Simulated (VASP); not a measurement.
Here is a VASP 6.6.1 calculation.

Contents of INCAR:

```
ALGO = Normal ; EDIFF = 1E-6
ENCUT = 500 ; GGA_COMPAT = F
ISIF = 2 ; ISMEAR = 0
LASPH = T ; LCHARG = F
LREAL = F ; LWAVE = F
NBANDS = 11 ; NELM = 120
PREC = Accurate ; SIGMA = 0.02
```

The input KPOINTS:

```
k-points
0
Gamma
  8 8 8
```

Contents of POSCAR:

```
AlAs
1.0
    0.0000000000      2.8143768889      2.8143768889
    2.8143768889      0.0000000000      2.8143768889
    2.8143768889      2.8143768889      0.0000000000
Al As
1 1
Direct
    0.0000000000      0.0000000000      0.0000000000
    0.2500000000      0.2500000000      0.2500000000
```

Potentials or basis: VASP PAW LDA potentials, release 64 (Al, As).

The run is started by

```sh
$ cat potpaw_LDA.64/Al/POTCAR potpaw_LDA.64/As/POTCAR > POTCAR
$ mpirun -np 1 vasp_std > vasp.out
```

**Question.** Predict the pressure.

**Answer.** 0.4 GPa.

**Question.** What does it give for the band gap on the k mesh?

**Answer.** 1.31 eV (least direct gap 2.02 eV).

A k mesh can miss the band edges.
